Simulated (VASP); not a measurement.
CaSe, 2 atoms in the cell. The typed cell holds 2 atoms: a = 4.193 Å, b = 4.177 Å, c = 4.190 Å, α = 60.98°, β = 59.80°, γ = 60.00°. 

- Program: VASP 6.6.1
- Task: single point
- Functional: PBE
- Dispersion: D3(BJ)
- Potentials or basis: VASP PAW PBE potentials, release 64 (Ca_sv, Se)
- Cutoff: 500 eV
- k mesh: 4 × 4 × 4
- Occupations: gaussian, width 0.01 eV
- Spin: no spin polarisation
- Dipole correction: no
- Further INCAR settings: ALGO = Normal; EDIFF = 1e-06; NBANDS = 15

Potentials or basis: VASP PAW PBE potentials, release 64 (Ca_sv, Se).

Command:

```sh
$ cat potpaw_PBE.64/Ca_sv/POTCAR potpaw_PBE.64/Se/POTCAR > POTCAR
$ mpirun -np 1 vasp_std > vasp.out
```

Hardware: 1 thread of Intel(R) Xeon(R) 6975P-C (Granite Rapids), on a shared host.

Question: Estimate the wall time of this run.

Answer: Run time: 9.3 s on 1 thread of Intel(R) Xeon(R) 6975P-C (Granite Rapids), on a shared host, peak memory 0.19 GiB. Counts: scf iterations 13, k points 36.
